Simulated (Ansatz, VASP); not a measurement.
**One calculation of MgZn4O, two programs**

```xyz
6
Lattice="-3.3553 3.3553 1.9969 3.3553 -3.3553 1.9969 3.3553 3.3553 -1.9969" Properties=species:S:1:pos:R:3 pbc="T T T"
Mg    0.0000    0.0000    0.0000
Zn   -0.6600    2.1696    1.9969
Zn    4.0153    1.1857    0.0000
Zn    2.1696    0.6600    1.9969
Zn    1.1857    2.6953    0.0000
O     0.0000    0.0000    1.9969
```

Alike in both runs: functional PBE; k mesh 5 × 5 × 5; occupations gaussian, width 0.2 eV; no spin polarisation.

Ansatz relaxed the structure, and its values are those at the end. VASP's run is a single point on that final structure, the one shown.

|  | VASP | Ansatz |
| --- | --- | --- |
| version | VASP 6.6.1 | Ansatz 0.2.0 |
| potentials or method | VASP PAW PBE potentials, release 64 (Mg, Zn, O), cutoff 520 eV | scalar-relativistic, plane waves, PAW |
| valence electrons in the cell | 56 | 64 |

|  | VASP | Ansatz | Ansatz less VASP |
| --- | --- | --- | --- |
| gap on the k mesh at the Fermi level (eV) | none | none | - |
| pressure (GPa) | 0.2 | 0.1 | -0.08 |
| rms of the force components (eV/Å) | 0.010 | 0.011 | +0.0012 |

A gap of «none» marks a metal or a gap that the smearing closes. VASP's potentials hold 56 valence electrons a cell and Ansatz's 64, so a difference there can come from the potentials and not from the codes.

The k mesh is coarse, so the values compare programs but aren't converged.
